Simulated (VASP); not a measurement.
A run of VASP 6.6.1 is set up as follows.

INCAR

```
ALGO = Normal ; EDIFF = 1E-6
ENCUT = 500 ; GGA = PE
GGA_COMPAT = False ; ISIF = 2
ISMEAR = 0 ; LASPH = True
LCHARG = True ; LELF = True
LMAXMIX = 6 ; LREAL = False
LVHAR = True ; LWAVE = False
NBANDS = 36 ; NELM = 200
PREC = Accurate ; SIGMA = 0.2
```

The input KPOINTS:

```
k-points
0
Gamma
  4 4 3
```

The input POSCAR:

```
PrHRh3
1.0
    3.8667974778      0.0000000000      0.0000000000
    0.0000000000      3.8667974778      0.0000000000
    0.0000000000      0.0000000000      6.4428647384
Pr H Rh
1 1 3
Direct
    0.0000000000      0.0000000000      0.1919169429
    0.5000000000      0.5000000000      0.8515119367
    0.5000000000      0.0000000000      0.8590703465
    0.0000000000      0.5000000000      0.8590703465
    0.0000000000      0.0000000000      0.5851411875
```

Potentials or basis: VASP PAW PBE potentials, release 64 (Pr_3, H, Rh_pv), 4f in core.

Launch:

```bash
$ cat potpaw_PBE.64/Pr_3/POTCAR potpaw_PBE.64/H/POTCAR potpaw_PBE.64/Rh_pv/POTCAR > POTCAR
$ mpirun -np 1 vasp_std > vasp.out
```

(1) Predict the largest force.

(2) What does it give for the band gap on the k mesh?

Answers

(1) 0.012 eV/Å.

(2) zero (an odd number of electrons rules out a gap without spin polarisation).

Caveat: the k points lie up to 0.41 Å⁻¹ apart, too coarse for converged energies and pressures of a metal; spin-orbit coupling is left out, which moves the levels of the heavy elements; the 4f electrons are frozen in the core, so they carry no moment and show no levels.
